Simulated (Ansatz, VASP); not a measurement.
# Te in VASP and in Ansatz

Contents of INCAR:

```
SYSTEM = Te
PREC = Accurate
ENCUT = 520
EDIFF = 1E-6
ISMEAR = -1
SIGMA = 0.05
LREAL = .False.
LASPH = .True.
NELM = 80
ALGO = Normal
ISIF = 2
LWAVE = .False.
LCHARG = .False.
GGA = CA
NBANDS = 16
```

File KPOINTS:

```
regular mesh
0
Gamma
  8 8 8
  0 0 0
```

POSCAR

```
Te
1.0
    4.2341000000     -2.3712000000      0.0000000000
    4.2341000000      2.3712000000      0.0000000000
   -0.1304500000      0.0000000000      4.0364970000
Te
3
Direct
    0.6760000000      0.6760000000      0.6750000000
    0.3240000000      0.3240000000      0.3250000000
    0.0000000000      0.0000000000      0.0000000000
```

Input for Ansatz:

```yaml
crystal:
  lattice:
    - [4.2341, -2.3712, 0.0]
    - [4.2341, 2.3712, 0.0]
    - [-0.13045, 0.0, 4.036497]
  atoms:
    - { symbol: Te, position: [0.676, 0.676, 0.675] }
    - { symbol: Te, position: [0.324, 0.324, 0.325] }
    - { symbol: Te, position: [0.0, 0.0, 0.0] }
kpoints:
  mp_grid: { grid: [8, 8, 8] }
  band_path:
    path:
      - [0.0, 0.0, 0.0]
      - [-0.3284887681, 0.3284887681, 0.0]
      - [-0.6715112319, -0.3284887681, 0.0]
      - [-0.5, -0.5, 0.0]
      - [0.0, 0.0, 0.0]
      - [-0.5, -0.5, 0.5]
      - [-0.6768271721, -0.3231728279, 0.5]
      - [-0.3231728279, 0.3231728279, 0.5]
      - [0.0, 0.0, 0.5]
    npoints: 5
scf:
  occupations: { method: fermi_dirac, width: 0.05 }
hamiltonian:
  xc: lda
  pseudopotentials: { kind: all_electron, lapw: { basis_error: 0.001 } }
output:
  forces: true
  stress: true
  eigenvalues: true
```

Change from the starting cell: zz strain of +2 %.

Alike in both runs: task single point; functional LDA; k mesh 8 × 8 × 8; occupations fermi-dirac, width 0.05 eV; no spin polarisation.

|  | VASP | Ansatz |
| --- | --- | --- |
| version | VASP 6.6.1 | Ansatz 0.2.0 |
| potentials or method | VASP PAW LDA potentials, release 64 (Te), cutoff 520 eV | all-electron LAPW, scalar-relativistic |

VASP gave:

| Property | Result |
| --- | --- |
| pressure (GPa) | 3.7 |
| traceless stress, the component that is largest in VASP (GPa) | 1.01 |
| rms of the force components (eV/Å) | 0.202 |

Problem. Estimate Ansatz's values.

Solution. Pressure (GPa): 3.6; traceless stress, the component that is largest in VASP (GPa): 1.10; rms of the force components (eV/Å): 0.197.

LDA's correlation is that of Perdew and Zunger in VASP and of Perdew and Wang (1992) in Ansatz. Atom by atom the forces differ by 0.006 eV/Å (rms over components). Ansatz ran all-electron here, and VASP with PAW potentials.

Spin-orbit coupling is off throughout.
